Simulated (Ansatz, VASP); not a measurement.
**One calculation of FePt, two programs**

INCAR

```
SYSTEM = FePt
PREC     = Accurate       ! precision mode
ENCUT    = 520            ! plane-wave cutoff, eV
EDIFF    = 1E-6           ! SCF threshold, eV
ISMEAR   = -1             ! smearing method
SIGMA    = 0.05           ! smearing width, eV
LREAL    = .FALSE.        ! projectors in reciprocal space
LASPH    = .TRUE.         ! aspherical terms in the spheres
NELM     = 150            ! most SCF steps
ALGO     = Normal         ! electronic algorithm
ISIF     = 2              ! what is computed and relaxed
LWAVE    = .FALSE.        ! write WAVECAR
LCHARG   = .FALSE.        ! write CHGCAR
ISPIN    = 2              ! spin polarisation
MAGMOM   = 0 3            ! initial moments
LORBIT   = 11             ! projections on sites
LMAXMIX  = 4              ! l up to which the mixer works
NBANDS   = 20             ! bands
```

File KPOINTS:

```
regular mesh
0
G
  10 10 7
  0 0 0
```

Contents of POSCAR:

```
FePt
1.0
    2.7235000000      0.0000000000      0.0000000000
    0.0000000000      2.7235000000      0.0000000000
    0.0000000000      0.0000000000      3.7200000000
Pt Fe
1 1
Direct
    0.5000000000      0.5000000000      0.5000000000
    0.0000000000      0.0000000000      0.0000000000
```

input.yaml

```yaml
crystal:
  lattice:
    - [2.7235, 0.0, 0.0]
    - [0.0, 2.7235, 0.0]
    - [0.0, 0.0, 3.72]
  atoms:
    - { symbol: Pt, position: [0.5, 0.5, 0.5] }
    - { symbol: Fe, position: [0.0, 0.0, 0.0], spin: 3.0 }
hamiltonian:
  xc: lda
  pseudopotentials: { kind: paw }
magnetization:
  spin_polarized: true
kpoints:
  mp_grid: { grid: [10, 10, 7] }
  band_path:
    path:
      - [[0.0, 0.0, 0.0], [0.0, 0.5, 0.0], [0.5, 0.5, 0.0], [0.0, 0.0, 0.0], [0.0, 0.0, 0.5], [0.0, 0.5, 0.5], [0.5, 0.5, 0.5], [0.0, 0.0, 0.5]]
      - [[0.0, 0.5, 0.0], [0.0, 0.5, 0.5]]
      - [[0.5, 0.5, 0.0], [0.5, 0.5, 0.5]]
    npoints: 14
scf:
  occupations: { method: fermi_dirac, width: 0.05 }
  n_extra_bands: 6
output:
  forces: true
  stress: true
  eigenvalues: true
  fatbands: true
```

Alike in both runs: functional LDA; k mesh 10 × 10 × 7; occupations fermi-dirac, width 0.05 eV; collinear spin.

```csv
,VASP,Ansatz
version,VASP 6.6.1,Ansatz 0.2.0
potentials or method,"VASP PAW LDA potentials, release 64 (Pt, Fe)",Ansatz PAW
plane-wave cutoff (eV),520,420
valence electrons in the cell,18,34
task,single point,band structure
```

```tsv
	VASP	Ansatz	Ansatz less VASP
gap on the k mesh at the Fermi level (eV)	none	none	-
pressure (GPa)	-12.7	-12.7	+0.03
traceless stress, the component that is largest in VASP (GPa)	0.91	0.84	-0.069
net moment per atom (μB)	1.60	1.61	+0.012
size of the moment on the site where the two differ most (μB)	2.80	2.86	+0.065
```

LDA's correlation is that of Perdew and Zunger in VASP and of Perdew and Wang (1992) in Ansatz. Site moments also hang on the region over which each program counts them. A gap of «none» marks a metal or a gap that the smearing closes. VASP's potentials hold 18 valence electrons a cell and Ansatz's 34, so a difference there can come from the potentials and not from the codes.

Neither program's run includes spin-orbit coupling.
